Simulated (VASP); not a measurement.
## YTl: vibrations by perturbation theory with LDA

YTl:

```
CELL_PARAMETERS angstrom
3.69633 0.00000 0.00000
0.00000 3.69633 0.00000
0.00000 0.00000 3.69633
ATOMIC_POSITIONS crystal
Y 0.50000 0.50000 0.50000
Tl 0.00000 0.00000 0.00000
```

- Program: VASP 6.6.1
- Task: vibrations by perturbation theory
- Functional: LDA
- Potentials or basis: VASP PAW LDA potentials, release 64 (Y_sv, Tl_d)
- Cutoff: 520 eV
- k mesh: 12 × 12 × 12
- Occupations: fermi-dirac, width 0.15 eV
- Spin: no spin polarisation
- Dipole correction: no
- Further INCAR settings: ALGO = Normal; EDIFF = 1e-08; NBANDS = 19; IBRION = 8; NSW = 1

The highest phonon frequency at Γ, LO-TO splitting left out is 108 cm⁻¹.

Phonon frequencies in cm⁻¹ (negative: imaginary):
```
              q point        frequencies
(0.000, 0.000, 0.000)  0 0 0 108 108 108
```

Wall time 8.4 min on 1 thread of Intel(R) Xeon(R) Platinum 8488C (Sapphire Rapids), with other jobs on the host, peak memory 0.52 GiB.
